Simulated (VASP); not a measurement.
A run of VASP 6.6.1:

Contents of INCAR:

```
SYSTEM = KF
PREC = Accurate ; ENCUT = 600
EDIFF = 1E-6 ; ISMEAR = 0
SIGMA = 0.1 ; LREAL = .FALSE.
LASPH = .TRUE. ; NELM = 120
ALGO = Normal ; ISIF = 2
LWAVE = .FALSE. ; LCHARG = .FALSE.
GGA = PE ; NBANDS = 15
NELECT = 15.9 ; GGA_COMPAT = .FALSE.
```

File KPOINTS:

```
regular mesh
0
G
  6 6 6
  0 0 0
```

Contents of POSCAR:

```
KF
1.0
    0.0000000000      2.6544134050      2.6544134050
    2.6544134050      0.0000000000      2.6544134050
    2.6544134050      2.6544134050      0.0000000000
K F
1 1
Direct
    0.0000000000      0.0000000000      0.0000000000
    0.5000000000      0.5000000000      0.5000000000
```

Potentials or basis: VASP PAW PBE potentials, release 64 (K_sv, F).

Launch:

```console
$ cat potpaw_PBE.64/K_sv/POTCAR potpaw_PBE.64/F/POTCAR > POTCAR
$ mpirun -np 1 vasp_std > vasp.out
```

Hardware: 1 thread of Intel(R) Xeon(R) Platinum 8259CL CPU @ 2.50GHz (Skylake/Cascade Lake), on a shared host.

**Question.** How long does it take, and how much memory?

**Answer.** Run time: 12 s on 1 thread of Intel(R) Xeon(R) Platinum 8259CL CPU @ 2.50GHz (Skylake/Cascade Lake), on a shared host, peak memory 0.17 GiB. Counts: scf iterations 13, k points 16.
